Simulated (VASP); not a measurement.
Set up this calculation in VASP 6.6.1, as the native input.

* Task: single point
* Functional: r2SCAN
* Potentials or basis: VASP PAW PBE potentials, release 64 (Ba_sv, Te)
* Cutoff: 520 eV
* k mesh: 7 × 7 × 7
* Occupations: fermi-dirac, width 0.05 eV
* Spin: no spin polarisation
* Dipole correction: no
* Further INCAR settings: ALGO = Normal; EDIFF = 1e-07; NBANDS = 15

Crystal: BaTe.

```
Ba Te
1.0
     0.00000    3.36391    3.36391
     3.36391    0.00000    3.36391
     3.36391    3.36391    0.00000
Ba Te
1 1
Direct
  0.00000 0.00000 0.00000
  0.50000 0.50000 0.50000
```

One way to write it, as run:

POSCAR

```
BaTe
1.0
    0.0000000000      3.3639132694      3.3639132694
    3.3639132694      0.0000000000      3.3639132694
    3.3639132694      3.3639132694      0.0000000000
Ba Te
1 1
Direct
    0.0000000000      0.0000000000      0.0000000000
    0.5000000000      0.5000000000      0.5000000000
```

INCAR.step1

```
SYSTEM = BaTe
ALGO = Normal ; EDIFF = 1E-4
ENCUT = 520 ; GGA = PE
ISMEAR = -1 ; LASPH = .True.
LCHARG = .False. ; LREAL = .False.
LWAVE = .True. ; NBANDS = 15
NELM = 100 ; PREC = Accurate
SIGMA = 0.05
```

INCAR.step2

```
SYSTEM = BaTe
ALGO = Normal ; EDIFF = 1E-7
ENCUT = 520 ; ISIF = 2
ISMEAR = -1 ; ISTART = 1
LASPH = .True. ; LCHARG = .True.
LELF = .True. ; LMIXTAU = .True.
LREAL = .False. ; LVHAR = .True.
LWAVE = .False. ; METAGGA = R2SCAN
NBANDS = 15 ; NELM = 100
PREC = Accurate ; SIGMA = 0.05
```

KPOINTS

```
k-points
0
Gamma
  7 7 7
  0 0 0
```

Potentials or basis: VASP PAW PBE potentials, release 64 (Ba_sv, Te).

Command:

```bash
$ cat potpaw_PBE.64/Ba_sv/POTCAR potpaw_PBE.64/Te/POTCAR > POTCAR
$ cp INCAR.step1 INCAR
$ mpirun -np 1 vasp_std > vasp.out
$ cp INCAR.step2 INCAR
$ mpirun -np 1 vasp_std > vasp.out
```

It gave:

```
Pressure               : 6.7 GPa
Band gap on the k mesh : 1.63 eV, indirect (least direct gap 2.01 eV)
```

Caveat: the PAW data sets were made with another functional, which shifts forces and pressure a little; spin-orbit coupling is left out, which moves the levels of the heavy elements.

Wall time 39 s on 1 thread of Intel(R) Xeon(R) 6975P-C (Granite Rapids), on a shared host, peak memory 0.23 GiB.
